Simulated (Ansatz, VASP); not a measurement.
**Sr in VASP and in Ansatz**

The input INCAR:

```
  ALGO = Normal
  EDIFF = 1E-6
  ENCUT = 520
  GGA = PE
  ISIF = 2
  ISMEAR = 0
  LASPH = True
  LCHARG = True
  LELF = True
  LREAL = False
  LVHAR = True
  LWAVE = False
  NBANDS = 11
  NELM = 80
  PREC = Accurate
  SIGMA = 0.01
```

Contents of KPOINTS:

```
k-points
0
Gamma
  9 9 9
```

POSCAR

```
Sr
1.0
    0.0000000000      3.0191365063      3.0191365063
    3.0191365063      0.0000000000      3.0191365063
    3.0191365063      3.0191365063      0.0000000000
Sr
1
Direct
    0.0000000000      0.0000000000      0.0000000000
```

Input for Ansatz:

```yaml
crystal:
  lattice:
    - [0.0, 3.0191365063, 3.0191365063]
    - [3.0191365063, 0.0, 3.0191365063]
    - [3.0191365063, 3.0191365063, 0.0]
  atoms:
    - { symbol: Sr, position: [0.0, 0.0, 0.0] }
hamiltonian:
  xc: pbe
  pseudopotentials:
    kind: paw
    azcp:
      Sr: "pseudopotentials/Sr.paw.azcp"
basis:
  ecutwfc: 420
  fft_grid_basis: typed
kpoints:
  mp_grid: { grid: [9, 9, 9], shift: [0, 0, 0] }
magnetization:
  spin_polarized: false
scf:
  occupations: { method: gaussian, width: 0.01 }
  lower_state_search: "off"
output:
  stress: true
```

Alike in both runs: task single point; functional PBE; k mesh 9 × 9 × 9; occupations gaussian, width 0.01 eV; no spin polarisation.

```csv
,VASP,Ansatz
version,VASP 6.6.1,Ansatz 0.2.0
potentials or method,"VASP PAW PBE potentials, release 64 (Sr_sv), cutoff 520 eV","plane waves (420 eV) with PAW, scalar-relativistic"
valence electrons in the cell,10,10
```

```csv
,VASP,Ansatz,Ansatz less VASP
pressure (GPa),-0.1,-0.1,-0.01
```
